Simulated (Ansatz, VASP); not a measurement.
One calculation of Os, two programs

```
Os
1.0
     2.95588    0.00000    0.00000
    -1.47794    2.55987    0.00000
     0.00000    0.00000    8.05057
Os
4
Direct
  0.00000 0.00000 0.25000
  0.00000 0.00000 0.75000
  0.33333 0.66667 0.75000
  0.66667 0.33333 0.25000
```

Alike in both runs: task relaxation of cell and atoms; functional PBE; k mesh 6 × 6 × 2; occupations gaussian, width 0.1 eV; no spin polarisation.

|  | VASP | Ansatz |
| --- | --- | --- |
| version | VASP 6.6.1 | Ansatz 0.2.0 |
| potentials or method | VASP PAW PBE potentials, release 64 (Os), cutoff 600 eV | scalar-relativistic, plane waves, PAW |
| valence electrons in the cell | 32 | 64 |

```tsv
	VASP	Ansatz	Ansatz less VASP
gap on the k mesh at the Fermi level, each at its own relaxed structure (eV)	none	none	-
relaxed volume (Å³/atom)	18.83	18.93	+0.097
relaxed length of the cell vector where the two differ most in proportion (Å)	4.197	4.209	+0.0115
```

A gap of «none» marks a metal or a gap that the smearing closes. VASP's potentials hold 32 valence electrons a cell and Ansatz's 64, so a difference there can come from the potentials and not from the codes.

The k mesh is coarse, so the values compare programs but aren't converged. Spin-orbit coupling is off throughout. Noted on VASP's run: the volume moved by over 15 % at a fixed basis, so the end points are rough.
